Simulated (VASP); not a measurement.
# Rb3Li2Br2 (I-43m) in VASP: a series of runs

The runs below take Rb3Li2Br2 through single point, with PBE.

Everything below comes from runs of VASP 6.6.1. Logs are shortened: lines on timing, memory, paths and dates and some standing lists are left out, and cuts for length are marked.

## 1. The cell of the first run

It takes space group I-43m (No. 217, cubic). Conventional cell: a = 12.524 Å, b = 12.524 Å, c = 12.524 Å, α = 90.00°, β = 90.00°, γ = 90.00°. Within 5.8 Å of Rb (site symmetry -4) lie 4 Rb at 4.43 Å and 4 Br at 5.35 Å and 4 Li at 5.69 Å. Li (site symmetry 3m) has 3 Br at 2.51 Å and 3 Li at 3.03 Å within 3.3 Å. Within 3.3 Å of Br (site symmetry 3m) lie 3 Li at 2.51 Å.

## 2. Single point, PBE

Contents of INCAR:

```
SYSTEM = Rb3Li2Br2
PREC = Accurate ; ENCUT = 520
EDIFF = 1E-6 ; ISMEAR = 0
SIGMA = 0.1 ; LREAL = .False.
LASPH = .True. ; NELM = 100
ALGO = Normal ; ISIF = 2
LWAVE = .False. ; LCHARG = .False.
GGA = PE ; NBANDS = 60
```

Contents of KPOINTS:

```
regular mesh
0
Gamma
  6 6 6
  0 0 0
```

Contents of POSCAR:

```
Rb3Li2Br2
1.0
   -6.2621722863      6.2621722863      6.2621722863
    6.2621722863     -6.2621722863      6.2621722863
    6.2621722863      6.2621722863     -6.2621722863
Rb Li Br
6 4 4
Direct
    0.2500000000      0.5000000000      0.7500000000
    0.2500000000      0.7500000000      0.5000000000
    0.5000000000      0.2500000000      0.7500000000
    0.5000000000      0.7500000000      0.2500000000
    0.7500000000      0.2500000000      0.5000000000
    0.7500000000      0.5000000000      0.2500000000
    0.1708358958      0.1708358958      0.1708358958
    0.0000000000      0.0000000000      0.8291641042
    0.0000000000      0.8291641042      0.0000000000
    0.8291641042      0.0000000000      0.0000000000
    0.7771192921      0.7771192921      0.7771192921
    0.0000000000      0.0000000000      0.2228807079
    0.0000000000      0.2228807079      0.0000000000
    0.2228807079      0.0000000000      0.0000000000
```

Potentials or basis: VASP PAW PBE potentials, release 64 (Rb_sv, Li_sv, Br).

On the command line:

```console
cat potpaw_PBE.64/Rb_sv/POTCAR potpaw_PBE.64/Li_sv/POTCAR potpaw_PBE.64/Br/POTCAR > POTCAR
mpirun -np 1 vasp_std > vasp.out
```

OUTCAR:

```text
SYSTEM = Rb3Li2Br2
   PREC = Accurate
   ENCUT = 520
   EDIFF = 1E-6
   ISMEAR = 0
   LREAL = .False.
   LASPH = .True.
   NELM = 100
   ISIF = 2
   GGA = PE

 ion  position               nearest neighbor table
   1  0.250  0.500  0.750-   2 4.43   3 4.43   4 4.43   5 4.43
   2  0.250  0.750  0.500-   1 4.43   3 4.43   4 4.43   6 4.43
   3  0.500  0.250  0.750-   1 4.43   5 4.43   6 4.43   2 4.43
   4  0.500  0.750  0.250-   2 4.43   5 4.43   6 4.43   1 4.43
   5  0.750  0.250  0.500-   1 4.43   3 4.43   6 4.43   4 4.43
   6  0.750  0.500  0.250-   2 4.43   4 4.43   5 4.43   3 4.43
   7  0.171  0.171  0.171-  12 2.51  13 2.51  14 2.51
   8  0.000  0.000  0.829-  11 2.51  13 2.51  14 2.51
   9  0.000  0.829  0.000-  11 2.51  12 2.51  14 2.51
  10  0.829  0.000  0.000-  11 2.51  12 2.51  13 2.51
  11  0.777  0.777  0.777-   9 2.51  10 2.51   8 2.51
  12  0.000  0.000  0.223-   7 2.51   9 2.51  10 2.51
  13  0.000  0.223  0.000-   8 2.51  10 2.51   7 2.51
  14  0.223  0.000  0.000-   8 2.51   9 2.51   7 2.51

  LATTYP: Found a body centered cubic cell.
 ALAT       =    12.5243445726

  Lattice vectors:

 A1 = (  -6.2621722863,   6.2621722863,   6.2621722863)
 A2 = (   6.2621722863,  -6.2621722863,   6.2621722863)
 A3 = (   6.2621722863,   6.2621722863,  -6.2621722863)

Analysis of symmetry for initial positions (statically):
=====================================================================
 Subroutine PRICEL returns:
 Original cell was already a primitive cell.

 Routine SETGRP: Setting up the symmetry group for a
 body centered cubic supercell.

 Subroutine GETGRP returns: Found 24 space group operations
 (whereof 24 operations were pure point group operations)
 out of a pool of 48 trial point group operations.

The static configuration has the point symmetry T_d .

Analysis of symmetry for dynamics (positions and initial velocities):
=====================================================================
 Subroutine PRICEL returns:
 Original cell was already a primitive cell.

 Routine SETGRP: Setting up the symmetry group for a
 body centered cubic supercell.

 Subroutine GETGRP returns: Found 24 space group operations
 (whereof 24 operations were pure point group operations)
 out of a pool of 48 trial point group operations.

The dynamic configuration has the point symmetry T_d .

[... 126 lines left out ...]
   EMIN   =  10.00;   EMAX   =-10.00  energy-range for DOS
   EFERMI =   0.00;   METHOD = LEGACY
   ISMEAR =     0;   SIGMA  =   0.10  broadening in eV -4-tet -1-fermi 0-gaus
   EFERMI_NEDOS =   21; number of points for ismear=-14 and -15
   IALGO  =     38    algorithm
   IMIX   =      4    mixing-type and parameters
     AMIX     =   0.40;   BMIX     =  1.00
     AMIX_MAG =   1.60;   BMIX_MAG =  1.00
  volume/ion in A,a.u.               =      70.16       473.48
  Fermi-wavevector in a.u.,A,eV,Ry     =   0.748811  1.415048  7.629038  0.560718
  Thomas-Fermi vector in A             =   1.845186
   LORBIT       =      0    0 simple, 1 ext, 2 COOP (PROOUT), +10 PAW based schemes
   GGA     = PE    functional components
   LHFCALC =     F    Hartree Fock is set to
   AEXX    =    0.0000 exact exchange contribution
   IVDW    =     0    specifies the selected vdW correction
   LEPSILON=     F    determine dielectric tensor
   LRPA    =     F    only Hartree local field effects (RPA)
 non-spin polarized calculation
 Gauss-broadening in eV      SIGMA  =   0.10
  energy-cutoff  :      520.00
  volume of cell :      982.28
 maximum number of plane-waves:     26515
 NGX is ok and might be reduce to    84
   NGX = 41   NGY = 41   NGZ = 41

 number of electron      94.0000005 magnetization

 Free energy of the ion-electron system (eV)
  ---------------------------------------------------
  ext. energy  EPLUGINS =         0.00000000
  ---------------------------------------------------
  free energy    TOTEN  =       -29.42888163 eV

  energy without entropy =      -29.39544815  energy(sigma->0) =      -29.41216489

 E-fermi :   0.1540     XC(G=0):  -5.1822

 val. band max:        0.1506448186   @ k =   0.5000   0.5000   0.1667
 cond. band min:       0.1771256807   @ k =   0.3333   0.0000   0.0000
 fundamental gap:      0.0264808621
 Fermi energy:         0.1539876757

 k-point     1 :       0.0000    0.0000    0.0000
  band No.  band energies     occupation
      1     -47.9884      2.00000
      2     -47.9810      2.00000
      3     -47.9810      2.00000
      4     -47.9810      2.00000
      5     -29.1544      2.00000
      6     -29.1469      2.00000
[... 981 lines left out ...]
     58       1.9348      0.00000
     59       1.9348      0.00000
 [bands above 59 left out]

------------------------ aborting loop because EDIFF is reached ----------------------------------------

  FORCE on cell =-STRESS in cart. coord.  units (eV):
  Direction    XX          YY          ZZ          XY          YZ          ZX
  --------------------------------------------------------------------------------------
  -------------------------------------------------------------------------------------
  Total       -0.0506989     -0.0506989     -0.0506989      0.0000000     -0.0000000      0.0000000
  in kB       -0.0826940     -0.0826940     -0.0826940      0.0000000     -0.0000000      0.0000000
  external PRESSURE =      -0.0826940 kB  Pullay stress =       0.0000000 kB

 VOLUME and BASIS-vectors are now :
 -----------------------------------------------------------------------------
  energy-cutoff  :      520.00
  volume of cell :      982.28
      direct lattice vectors                 reciprocal lattice vectors
    -6.262172286  6.262172286  6.262172286     0.000000000  0.079844498  0.079844498
     6.262172286 -6.262172286  6.262172286     0.079844498  0.000000000  0.079844498
     6.262172286  6.262172286 -6.262172286     0.079844498  0.079844498  0.000000000

 POSITION                                       TOTAL-FORCE (eV/Angst)
 -----------------------------------------------------------------------------------
      6.26217      3.13109      0.00000         0.000000     -0.000000     -0.000000
      6.26217      0.00000      3.13109         0.000000     -0.000000     -0.000000
      3.13109      6.26217      0.00000         0.000000     -0.000000     -0.000000
      3.13109      0.00000      6.26217         0.000000     -0.000000     -0.000000
      0.00000      6.26217      3.13109         0.000000     -0.000000     -0.000000
      0.00000      3.13109      6.26217         0.000000     -0.000000     -0.000000
      1.06980      1.06980      1.06980         0.001763      0.001763      0.001763
      5.19237      5.19237     -5.19237        -0.001763     -0.001763      0.001763
      5.19237     -5.19237      5.19237        -0.001763      0.001763     -0.001763
     -5.19237      5.19237      5.19237         0.001763     -0.001763     -0.001763
      4.86645      4.86645      4.86645         0.000283      0.000283      0.000283
      1.39572      1.39572     -1.39572        -0.000283     -0.000283      0.000283
      1.39572     -1.39572      1.39572        -0.000283      0.000283     -0.000283
     -1.39572      1.39572      1.39572         0.000283     -0.000283     -0.000283
 -----------------------------------------------------------------------------------
    total drift:                               -0.000003     -0.000003     -0.000003

  FREE ENERGIE OF THE ION-ELECTRON SYSTEM (eV)
  ---------------------------------------------------
  free  energy   TOTEN  =       -29.4288816281 eV

  energy  without entropy=      -29.3954481521  energy(sigma->0) =      -29.41216489
```

OSZICAR:

```text
N       E                     dE             d eps       ncg     rms          rms(c)
DAV:   1     0.778558473256E+03    0.77856E+03   -0.35128E+04  2064   0.123E+03
DAV:   2     0.936781771770E+02   -0.68488E+03   -0.66835E+03  2488   0.272E+02
DAV:   3    -0.215867199396E+02   -0.11526E+03   -0.11464E+03  2732   0.101E+02
DAV:   4    -0.301860840118E+02   -0.85994E+01   -0.85503E+01  3032   0.307E+01
DAV:   5    -0.314152595432E+02   -0.12292E+01   -0.12268E+01  3192   0.778E+00    0.878E+00
DAV:   6    -0.300290755479E+02    0.13862E+01   -0.25927E+00  2456   0.411E+00    0.346E+00
DAV:   7    -0.294936461326E+02    0.53543E+00   -0.16898E+00  2520   0.244E+00    0.180E+00
DAV:   8    -0.294220483157E+02    0.71598E-01   -0.29857E-01  2416   0.115E+00    0.642E-01
DAV:   9    -0.294232485460E+02   -0.12002E-02   -0.52411E-02  2936   0.460E-01    0.381E-01
DAV:  10    -0.294275519748E+02   -0.43034E-02   -0.72794E-03  2260   0.250E-01    0.171E-01
DAV:  11    -0.294287048186E+02   -0.11528E-02   -0.38268E-03  2320   0.146E-01    0.519E-02
DAV:  12    -0.294288653320E+02   -0.16051E-03   -0.58218E-04  2616   0.558E-02    0.435E-02
DAV:  13    -0.294288744772E+02   -0.91452E-05   -0.95426E-05  2320   0.214E-02    0.168E-02
DAV:  14    -0.294288795588E+02   -0.50817E-05   -0.35382E-05  2104   0.127E-02    0.741E-03
DAV:  15    -0.294288816624E+02   -0.21035E-05   -0.42873E-06  1752   0.565E-03    0.461E-03
DAV:  16    -0.294288816281E+02    0.34333E-07   -0.97129E-07  1308   0.298E-03
   1 F= -.29428882E+02 E0= -.29412165E+02  d E =-.334335E-01
```

Run time: 18 min. Hardware: 1 thread of Intel Xeon Platinum 8481C at 2.70GHz (Sapphire Rapids), shared host; peak memory 1.5 GiB.

Results:

```
Free energy            : -29.4289 eV
Largest force          : 0.003 eV/Å
Band gap on the k mesh : zero (band 47 reaches 0.50 eV, above the bottom of band 48 at 0.03 eV)
```

Forces in eV/Å, atoms in the order of the input:
```
Rb   0.000  0.000  0.000
Rb   0.000  0.000  0.000
Rb   0.000  0.000  0.000
Rb   0.000  0.000  0.000
Rb   0.000  0.000  0.000
Rb   0.000  0.000  0.000
Li   0.002  0.002  0.002
Li  -0.002 -0.002  0.002
Li  -0.002  0.002 -0.002
Li   0.002 -0.002 -0.002
Br   0.000  0.000  0.000
Br   0.000  0.000  0.000
Br   0.000  0.000  0.000
Br   0.000  0.000  0.000
```

Caveat: the cutoff is under 1.25 times the usual one of these potentials, so pressure, stress and relaxed cells hold a basis-set (Pulay) error.

## 3. Single point, PBE

Contents of INCAR:

```
SYSTEM = Rb3Li2Br2
PREC = Accurate ; ENCUT = 520
EDIFF = 1E-7 ; ISMEAR = 0
SIGMA = 0.1 ; LREAL = .FALSE.
LASPH = .TRUE. ; NELM = 100
ALGO = Normal ; ISIF = 2
LWAVE = .FALSE. ; LCHARG = .FALSE.
GGA = PE ; NBANDS = 60
```

Contents of KPOINTS:

```
regular mesh
0
G
  4 4 4
  0 0 0
```

POSCAR is that of step 2.

Potentials or basis: VASP PAW PBE potentials, release 64 (Rb_sv, Li_sv, Br).

On the command line:

```console
cat potpaw_PBE.64/Rb_sv/POTCAR potpaw_PBE.64/Li_sv/POTCAR potpaw_PBE.64/Br/POTCAR > POTCAR
mpirun -np 1 vasp_std > vasp.out
```

It took 10 min on 1 thread of Intel Xeon Platinum 8481C at 2.70GHz (Sapphire Rapids), shared host; peak memory 1.2 GiB.

The run converged. Its results:

| Quantity | Value |
| --- | --- |
| Free energy | -29.4260 eV |
| Largest force | 0.006 eV/Å |
| Band gap on the k mesh | zero (band 47 reaches 0.50 eV, above the bottom of band 48 at 0.03 eV) |

Forces on the atoms (eV/Å):
```
Rb   0.000  0.000  0.000
Rb   0.000  0.000  0.000
Rb   0.000  0.000  0.000
Rb   0.000  0.000  0.000
Rb   0.000  0.000  0.000
Rb   0.000  0.000  0.000
Li   0.003  0.003  0.003
Li  -0.003 -0.003  0.003
Li  -0.003  0.003 -0.003
Li   0.003 -0.003 -0.003
Br  -0.001 -0.001 -0.001
Br   0.001  0.001 -0.001
Br   0.001 -0.001  0.001
Br  -0.001  0.001  0.001
```

Levels at points of the mesh, in eV from the Fermi level:
```
           k point  band 43  band 44  band 45  band 46  band 47  band 48  band 49  band 50  band 51  band 52
(0.00, 0.00, 0.00)    -4.28    -4.28    -1.49     0.33     0.33     0.33     0.37     0.37     0.71     0.71
(0.50, 0.00, 0.00)    -4.29    -4.28    -1.00    -0.82    -0.04     0.04     0.38     0.60     0.79     1.08
(0.50, 0.50, 0.50)    -4.29    -4.29    -0.72    -0.72    -0.14    -0.14    -0.14     0.17     1.13     1.28
```

Caveat: the cutoff is under 1.25 times the usual one of these potentials, so pressure, stress and relaxed cells hold a basis-set (Pulay) error.
